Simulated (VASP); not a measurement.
# Mg (Fm-3m) in VASP: further runs, part 2 of 2

VASP 6.6.1. The steps go on from the part before.

### 5 Relaxation of cell and atoms, PBE, target pressure 50 GPa, at which the enthalpy is minimised

This run uses another cell than the first one, of 13.72 Å³/atom.

File INCAR:

```
ALGO     = Normal         # electronic algorithm
EDIFF    = 1E-6           # SCF threshold, eV
EDIFFG   = -0.005         # ionic threshold
ENCUT    = 600            # plane-wave cutoff, eV
GGA      = PE             # functional
IBRION   = 2              # ionic algorithm
ISIF     = 3              # what is computed and relaxed
ISMEAR   = -1             # smearing method
LASPH    = T              # aspherical terms in the spheres
LCHARG   = F              # write CHGCAR
LREAL    = F              # projectors in reciprocal space
LWAVE    = F              # write WAVECAR
NELM     = 80             # most SCF steps
NSW      = 60             # ionic steps
PREC     = Accurate       # precision mode
PSTRESS  = 500.0        
SIGMA    = 0.1            # smearing width, eV
```

File KPOINTS:

```
k-points
0
Gamma
  17 17 17
```

File POSCAR:

```
Mg
1.0
    0.0000000000      1.9000816603      1.9000816603
    1.9000816603      0.0000000000      1.9000816603
    1.9000816603      1.9000816603      0.0000000000
Mg
1
Direct
    0.0000000000      0.0000000000      0.0000000000
```

Potentials or basis: VASP PAW PBE potentials, release 64 (Mg).

Command:

```sh
cat potpaw_PBE.64/Mg/POTCAR > POTCAR
mpirun -np 1 vasp_std > vasp.out
```

OUTCAR:

```text
EDIFF = 1E-6
   EDIFFG = -0.005
   ENCUT = 600
   GGA = PE
   IBRION = 2
   ISIF = 3
   ISMEAR = -1
   LASPH = T
   LREAL = F
   NELM = 80
   NSW = 60
   PREC = Accurate
   PSTRESS = 500.0

 ion  position               nearest neighbor table
   1  0.000  0.000  0.000-

  LATTYP: Found a face centered cubic cell.
 ALAT       =     3.8001633206

  Lattice vectors:

 A1 = (   0.0000000000,   1.9000816603,   1.9000816603)
 A2 = (   1.9000816603,   0.0000000000,   1.9000816603)
 A3 = (   1.9000816603,   1.9000816603,   0.0000000000)

Analysis of symmetry for initial positions (statically):
=====================================================================
 Subroutine PRICEL returns:
 Original cell was already a primitive cell.

 Routine SETGRP: Setting up the symmetry group for a
 face centered cubic supercell.

 Subroutine GETGRP returns: Found 48 space group operations
[... 166 lines left out ...]
------------------------ aborting loop because EDIFF is reached ----------------------------------------

  FORCE on cell =-STRESS in cart. coord.  units (eV):
  Direction    XX          YY          ZZ          XY          YZ          ZX
  --------------------------------------------------------------------------------------
  -------------------------------------------------------------------------------------
  Total        4.3689490      4.3689490      4.3689490     -0.0000000      0.0000000      0.0000000
  in kB      510.2003637    510.2003637    510.2003637     -0.0000000      0.0000000      0.0000000
  external PRESSURE =      10.2003637 kB  Pullay stress =     500.0000000 kB
[... 61 lines left out ...]
--------------------------------------- Ionic step        3  -------------------------------------------

 number of electron       2.0000000 magnetization

 Free energy of the ion-electron system (eV)
  ---------------------------------------------------
  ext. energy  EPLUGINS =         0.00000000
  ---------------------------------------------------
  free energy    TOTEN  =        -0.55100433 eV

  energy without entropy =       -0.53947515  energy(sigma->0) =       -0.54523974

 E-fermi :   5.9490     XC(G=0): -10.2318

 val. band max:        5.9390444009   @ k =  -0.4118   0.1176   0.0000
 cond. band min:       5.9831956961   @ k =  -0.4118   0.4706   0.0588
 fundamental gap:      0.0441512952
 Fermi energy:         5.9489896673

 k-point     1 :       0.0000    0.0000    0.0000
  band No.  band energies     occupation
      1      -3.4666      2.00000
      2      21.8455      0.00000
      3      21.8455      0.00000
      4      21.8455      0.00000
      5      24.9237      0.00000
[... 177 lines left out ...]
 k-point    24 :      -0.1176    0.0588    0.0000
  band No.  band energies     occupation
      1      -2.7812      2.00000
      2      17.0694      0.00000
      3      19.9140      0.00000
      4      22.2912      0.00000
      5      25.8872      0.00000

 [... further k-points ...]

------------------------ aborting loop because EDIFF is reached ----------------------------------------

  FORCE on cell =-STRESS in cart. coord.  units (eV):
  Direction    XX          YY          ZZ          XY          YZ          ZX
  --------------------------------------------------------------------------------------
  -------------------------------------------------------------------------------------
  Total        4.3044260      4.3044260      4.3044260     -0.0000000      0.0000000     -0.0000000
  in kB      500.0569008    500.0569008    500.0569008     -0.0000000      0.0000000     -0.0000000
  external PRESSURE =       0.0569008 kB  Pullay stress =     500.0000000 kB
[... 20 lines left out ...]
  energy  without entropy=       -0.5394751456  energy(sigma->0) =       -0.54523974

  enthalpy is  TOTEN    =         3.7529319018 eV   P V=        4.3039362349

 reached required accuracy - stopping structural energy minimisation
```

Run time: 14 s. Hardware: 1 thread of Intel Xeon 6455B, shared host; peak memory 0.15 GiB.

What came out:

```yaml
Free_energy: -0.5510 eV
Relaxed_volume: 13.79 Å³/atom
Relaxed_cell: a = 2.692 Å, b = 2.692 Å, c = 2.692 Å, α = 60.00°, β = 60.00°, γ = 60.00°
Space_group_after_relaxing_to_0.1_Å: Fm-3m (No. 225)
Energy_change_on_relaxing_the_run_minimises_the_enthalpy: -22.6 meV/atom
Ionic_steps: 3
Pressure_after_relaxing: 50.0 GPa
Band_gap_on_the_k_mesh: zero (bands 1 and 2 overlap by 2.33 eV)
```

The path:
| step | energy change (eV) | largest force (eV/Å) | pressure (GPa) | volume (Å³) |
| --- | --- | --- | --- | --- |
| 1 | 0.0000 | 0.0000 | 51.02 | 13.72 |
| 2 | -0.0541 | 0.0000 | 48.59 | 13.89 |
| 3 | -0.0226 | 0.0000 | 50.01 | 13.79 |

Final structure:
```
Mg
1.0
     0.00000    1.90338    1.90338
     1.90338    0.00000    1.90338
     1.90338    1.90338    0.00000
Mg
1
Direct
  0.00000 0.00000 0.00000
```

Caveat: the cell is relaxed towards a set pressure, so the run minimises the enthalpy, not the energy.

### 6 Single point, PBE (13.72 Å³/atom)

This run uses another cell than the first one, of 13.72 Å³/atom.

File INCAR:

```
SYSTEM = Mg
  PREC = Accurate
  ENCUT = 600
  EDIFF = 1E-6
  ISMEAR = -1
  SIGMA = 0.1
  LREAL = .False.
  LASPH = .True.
  NELM = 120
  ALGO = Normal
  ISIF = 2
  LWAVE = .False.
  LCHARG = .False.
  GGA = PE
  NBANDS = 7
  GGA_COMPAT = .False.
```

File KPOINTS:

```
regular mesh
0
Gamma
  17 17 17
  0 0 0
```

POSCAR is that of step 5.

Potentials or basis: VASP PAW PBE potentials, release 64 (Mg).

Command:

```sh
cat potpaw_PBE.64/Mg/POTCAR > POTCAR
mpirun -np 1 vasp_std > vasp.out
```

Run time: 23 s. Hardware: 1 thread of Intel Xeon 8259CL, shared host; peak memory 0.15 GiB.

It converged, with:

| Quantity | Value |
| --- | --- |
| Free energy | -0.5284 eV |
| Pressure | 51.0 GPa |
| Band gap on the k mesh | zero (bands 1 and 2 overlap by 2.33 eV) |

Levels at points of the mesh, in eV from the Fermi level:
```tsv
k point	band 1	band 2	band 3	band 4	band 5
(0.00, 0.00, 0.00)	-9.44	15.94	15.94	15.94	19.02
```

Caveat: the cell stands under pressure.

### 7 Overview

```csv
task,cell,k mesh,cutoff (eV),gap on the mesh (eV),pressure (GPa)
single point,"a = 2.689 Å, angles 60.0°, 1 atom",17 × 17 × 17,520,none,50.6
single point,"a = 3.198 Å, angles 60.0°, 1 atom",15 × 15 × 15,520,none,-0.1
relaxation of cell and atoms,"relaxed to 50 GPa from a = 2.687 Å, angles 60.0°, 1 atom",17 × 17 × 17,600,none,50.0
single point,"a = 2.687 Å, angles 60.0°, 1 atom",17 × 17 × 17,600,none,51.0
```

Alike in all rows: level PBE; potentials or basis VASP PAW PBE potentials, release 64 (Mg); no spin polarisation; smearing fermi-dirac 0.1 eV.

Caveats: the cell stands under pressure (at least some runs); the cell is relaxed towards a set pressure, so the run minimises the enthalpy, not the energy (at least some runs).

Absolute energies hang on the potentials; compare differences alone.
